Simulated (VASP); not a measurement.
# Sn (I4/mmm) in VASP: relaxation of shape and atoms at fixed volume with PBE

Aim: the relaxation of shape and atoms at fixed volume of Sn with PBE.

Everything below comes from runs of VASP 6.6.1. Logs are shortened: lines on timing, memory, paths and dates and some standing lists are left out, and cuts for length are marked.

**1. The cell of the first run**

Symmetry: I4/mmm, No. 139, tetragonal system. Conventional cell: a = 4.108 Å, b = 4.108 Å, c = 3.488 Å, α = 90.00°, β = 90.00°, γ = 90.00°. Sn (site symmetry 4/mmm) has 14 Sn at 3.39 to 4.11 Å within 4.5 Å.

**2. Relaxation of shape and atoms at fixed volume, PBE (29.43 Å³/atom)**

Contents of INCAR:

```
  PREC = Accurate
  ENCUT = 600
  EDIFF = 1E-6
  ISMEAR = 0
  SIGMA = 0.1
  LREAL = F
  LASPH = T
  NELM = 100
  ALGO = Fast
  ISIF = 4
  LWAVE = F
  LCHARG = F
  GGA = PE
  IBRION = 2
  NSW = 50
  EDIFFG = -0.01
```

Contents of KPOINTS:

```
Automatic mesh
0
Gamma
  20 20 20
```

Contents of POSCAR:

```
Sn
1.0
    0.0000000000      2.9050559536      2.9049703304
    1.7439017878      0.0000000000      2.9049703304
    1.7439017878      2.9050559536      0.0000000000
Sn
1
Direct
    0.5000000000      0.5000000000      0.5000000000
```

Potentials or basis: VASP PAW PBE potentials, release 64 (Sn_d).

The run is started by

```sh
$ cat potpaw_PBE.64/Sn_d/POTCAR > POTCAR
$ mpirun -np 1 vasp_std > vasp.out
```

OUTCAR:

```text
PREC = Accurate
   ENCUT = 600
   EDIFF = 1E-6
   ISMEAR = 0
   LREAL = F
   LASPH = T
   NELM = 100
   ISIF = 4
   GGA = PE
   IBRION = 2
   NSW = 50
   EDIFFG = -0.01

 ion  position               nearest neighbor table
   1  0.500  0.500  0.500-

  LATTYP: Found a face centered orthorhombic cell.
 ALAT       =     3.4878035756
 B/A-ratio  =     1.6657878045
 C/A-ratio  =     1.6658369032

  Lattice vectors:

 A1 = (   0.0000000000,   2.9050559536,  -2.9049703304)
 A2 = (   1.7439017878,   2.9050559536,   0.0000000000)
 A3 = (   1.7439017878,   0.0000000000,  -2.9049703304)

Analysis of symmetry for initial positions (statically):
=====================================================================
 Subroutine PRICEL returns:
 Original cell was already a primitive cell.

 Routine SETGRP: Setting up the symmetry group for a
 face centered orthorhombic supercell.

 Subroutine GETGRP returns: Found  8 space group operations
 (whereof  8 operations were pure point group operations)
 out of a pool of  8 trial point group operations.

The static configuration has the point symmetry D_2h.

Analysis of symmetry for dynamics (positions and initial velocities):
=====================================================================
 Subroutine PRICEL returns:
 Original cell was already a primitive cell.

 Routine SETGRP: Setting up the symmetry group for a
 face centered orthorhombic supercell.

 Subroutine GETGRP returns: Found  8 space group operations
 (whereof  8 operations were pure point group operations)
 out of a pool of  8 trial point group operations.

The dynamic configuration has the point symmetry D_2h.

 Subroutine INISYM returns: Found  8 space group operations
 (whereof  8 operations are pure point group operations),
 and found     1 'primitive' translations

----------------------------------------------------------------------------------------

                                     Primitive cell

  volume of cell :      29.4339

  direct lattice vectors                    reciprocal lattice vectors
     0.000000000  2.905055954  2.904970330    -0.286713394  0.172113724  0.172118797
     1.743901788  0.000000000  2.904970330     0.286713394 -0.172113724  0.172118797
     1.743901788  2.905055954  0.000000000     0.286713394  0.172113724 -0.172118797

  length of vectors
     4.108308985  3.388221667  3.388295079     0.376101828  0.376101828  0.376101828

  position of ions in fractional coordinates (direct lattice)
     0.500000000  0.500000000  0.500000000

  ion indices of the primitive-cell ions
   primitive index   ion index
                 1           1

----------------------------------------------------------------------------------------

 KPOINTS: Automatic mesh

Automatic generation of k-mesh.
 Grid dimensions read from file:
 generate k-points for:   20   20   20

 Generating k-lattice:

  Cartesian coordinates                     Fractional coordinates (reciprocal lattice)
    -0.014335670  0.008605686  0.008605940     0.050000000  0.000000000  0.000000000
     0.014335670 -0.008605686  0.008605940     0.000000000  0.050000000 -0.000000000
     0.014335670  0.008605686 -0.008605940    -0.000000000 -0.000000000  0.050000000

  Length of vectors
     0.018805091  0.018805091  0.018805091

  Shift w.r.t. Gamma in fractional coordinates (k-lattice)
     0.000000000  0.000000000  0.000000000

 Subroutine IBZKPT returns following result:
 ===========================================

 Found   1166 irreducible k-points:

 Following reciprocal coordinates:
            Coordinates               Weight
  0.000000  0.000000  0.000000      1.000000
  0.050000 -0.000000  0.000000      8.000000
  0.100000  0.000000 -0.000000      8.000000
  0.150000  0.000000  0.000000      8.000000
  0.200000  0.000000 -0.000000      8.000000
  0.250000  0.000000  0.000000      8.000000
[... 16 lines left out ...]
 -0.400000  0.050000  0.000000      8.000000
 -0.350000  0.050000  0.000000      8.000000
 [... further k-points ...]
   k-points           NKPTS =   1166   k-points in BZ     NKDIM =   1166   number of bands    NBANDS=     11
   number of dos      NEDOS =    301   number of ions     NIONS =      1
   total plane-waves  NPLWV =  28224
   dimension x,y,z NGX =    36 NGY =   28 NGZ =   28
   dimension x,y,z NGXF=    72 NGYF=   56 NGZF=   56
   ions per type =               1
   NGX,Y,Z   is equivalent  to a cutoff of  14.57, 13.74, 13.74 a.u.
   NGXF,Y,Z  is equivalent  to a cutoff of  29.14, 27.48, 27.48 a.u.
 SYSTEM =  unknown system
   PREC   = accura    normal or accurate (medium, high low for compatibility)
   ISTART =      0    job   : 0-new  1-cont  2-samecut
   ICHARG =      2    charge: 1-file 2-atom 10-const
   ISPIN  =      1    spin polarized calculation?
   LNONCOLLINEAR =      F non collinear calculations
   LSORBIT =      F    spin-orbit coupling
   LASPH  =      T    aspherical Exc in radial PAW
   ENCUT  =  600.0 eV  44.10 Ry    6.64 a.u.   8.21  6.77  6.77*2*pi/ulx,y,z
   NELM   =    100;   NELMIN=  2; NELMDL= -5     # of ELM steps
   EDIFF  = 0.1E-05   stopping-criterion for ELM
   LREAL  =      F    real-space projection
   EDIFFG = -.1E-01   stopping-criterion for IOM
   NSW    =     50    number of steps for IOM
   IBRION =      2    ionic relax: 0-MD 1-quasi-New 2-CG
   NFREE  =      1    steps in history (QN), initial steepest desc. (CG)
   ISIF   =      4    stress and relaxation
   ISYM   =      2    0-nonsym 1-usesym 2-fastsym
   POTIM  = 0.5000    time-step for ionic-motion
   TEBEG  =    0.0;   TEEND  =   0.0 temperature during run
   PSTRESS=    0.0 pullay stress
   NELECT =      14.0000    total number of electrons
   NUPDOWN=      -1.0000    fix difference up-down
   EMIN   =  10.00;   EMAX   =-10.00  energy-range for DOS
   EFERMI =   0.00;   METHOD = LEGACY
   ISMEAR =     0;   SIGMA  =   0.10  broadening in eV -4-tet -1-fermi 0-gaus
   EFERMI_NEDOS =   21; number of points for ismear=-14 and -15
   IALGO  =     68    algorithm
   IMIX   =      4    mixing-type and parameters
     AMIX     =   0.40;   BMIX     =  1.00
     AMIX_MAG =   1.60;   BMIX_MAG =  1.00
  volume/ion in A,a.u.               =      29.43       198.63
  Fermi-wavevector in a.u.,A,eV,Ry     =   1.277913  2.414906 22.219168  1.633063
  Thomas-Fermi vector in A             =   2.410486
   LORBIT       =      0    0 simple, 1 ext, 2 COOP (PROOUT), +10 PAW based schemes
   GGA     = PE    functional components
   LHFCALC =     F    Hartree Fock is set to
   AEXX    =    0.0000 exact exchange contribution
   IVDW    =     0    specifies the selected vdW correction
   LEPSILON=     F    determine dielectric tensor
   LRPA    =     F    only Hartree local field effects (RPA)
 conjugate gradient relaxation of ions
 non-spin polarized calculation
 RMM-DIIS sequential band-by-band and
 Gauss-broadening in eV      SIGMA  =   0.10
  energy-cutoff  :      600.00
  volume of cell :       29.43
 maximum number of plane-waves:       999
 NGX is ok and might be reduce to    36
   NGX = 17   NGY = 13   NGZ = 13

--------------------------------------- Ionic step        1  -------------------------------------------

 number of electron      13.9999997 magnetization

 Free energy of the ion-electron system (eV)
  ---------------------------------------------------
  ext. energy  EPLUGINS =         0.00000000
  ---------------------------------------------------
  free energy    TOTEN  =        -3.77464657 eV

  energy without entropy =       -3.77208411  energy(sigma->0) =       -3.77336534

------------------------ aborting loop because EDIFF is reached ----------------------------------------

  FORCE on cell =-STRESS in cart. coord.  units (eV):
  Direction    XX          YY          ZZ          XY          YZ          ZX
  --------------------------------------------------------------------------------------
  -------------------------------------------------------------------------------------
  Total       -0.4399008     -0.4091171     -0.4088769      0.0000000      0.0000000     -0.0000000
  in kB      -23.9451248    -22.2694761    -22.2564026      0.0000000      0.0000000     -0.0000000
  external PRESSURE =     -22.8236678 kB  Pullay stress =       0.0000000 kB
[... 55 lines left out ...]
  energy  without entropy=       -3.7720864363  energy(sigma->0) =       -3.77338061

--------------------------------------- Ionic step        3  -------------------------------------------

 number of electron      13.9999998 magnetization

 Free energy of the ion-electron system (eV)
  ---------------------------------------------------
  ext. energy  EPLUGINS =         0.00000000
  ---------------------------------------------------
  free energy    TOTEN  =        -3.77472566 eV

  energy without entropy =       -3.77205118  energy(sigma->0) =       -3.77338842

 E-fermi :   7.1639     XC(G=0):  -9.9917

 val. band max:        7.1567733905   @ k =  -0.2000   0.0500   0.1500
 cond. band min:       7.1653522455   @ k =   0.5000   0.2000  -0.0000
 fundamental gap:      0.0085788550
 Fermi energy:         7.1638853692

 k-point     1 :       0.0000    0.0000    0.0000
  band No.  band energies     occupation
      1     -14.3867      2.00000
      2     -14.3363      2.00000
      3     -14.3362      2.00000
      4     -14.3086      2.00000
      5     -14.2395      2.00000
      6      -3.3894      2.00000
      7      13.6503      0.00000
      8      13.6508      0.00000
      9      15.3950      0.00000
     10      17.3368      0.00000
     11      18.4140      0.00000
[... 309 lines left out ...]
 k-point    24 :      -0.3500    0.0500    0.0000
  band No.  band energies     occupation
      1     -14.3977      2.00000
      2     -14.3468      2.00000
      3     -14.2678      2.00000
      4     -14.2339      2.00000
      5     -14.2206      2.00000
      6      -0.2426      2.00000
      7       5.4595      2.00000
      8      10.2717      0.00000
      9      11.4654      0.00000
     10      14.5499      0.00000
     11      14.9270      0.00000

 [... further k-points ...]

------------------------ aborting loop because EDIFF is reached ----------------------------------------

  FORCE on cell =-STRESS in cart. coord.  units (eV):
  Direction    XX          YY          ZZ          XY          YZ          ZX
  --------------------------------------------------------------------------------------
  -------------------------------------------------------------------------------------
  Total       -0.4369535     -0.4225856     -0.4226887      0.0000000      0.0000000      0.0000000
  in kB      -23.7846946    -23.0026085    -23.0082174      0.0000000      0.0000000      0.0000000
  external PRESSURE =     -23.2651735 kB  Pullay stress =       0.0000000 kB
[... 16 lines left out ...]
  FREE ENERGIE OF THE ION-ELECTRON SYSTEM (eV)
  ---------------------------------------------------
  free  energy   TOTEN  =        -3.7747256550 eV

  energy  without entropy=       -3.7720511825  energy(sigma->0) =       -3.77338842

 reached required accuracy - stopping structural energy minimisation
```

It took 22 min on 1 thread of Intel Xeon 8259CL, shared host; peak memory 0.57 GiB.

Results:

* Free energy: -3.7747 eV
* Energy gained by relaxing: 0.1 meV/atom
* Ionic steps: 3
* Pressure after relaxing: -2.3 GPa
* Band gap on the k mesh: zero (bands 7 and 8 overlap by 8.44 eV)

Stress tensor (GPa, compression positive):
```
-2.38  0.00  0.00
 0.00 -2.30  0.00
 0.00  0.00 -2.30
```

Final structure:
```
Sn
1.0
     0.00000    2.91077    2.91082
     1.73698    0.00000    2.91082
     1.73698    2.91077    0.00000
Sn
1
Cartesian
  1.7370 2.9108 2.9108
```

Caveat: spin-orbit coupling is left out, which moves the levels of the heavy elements.
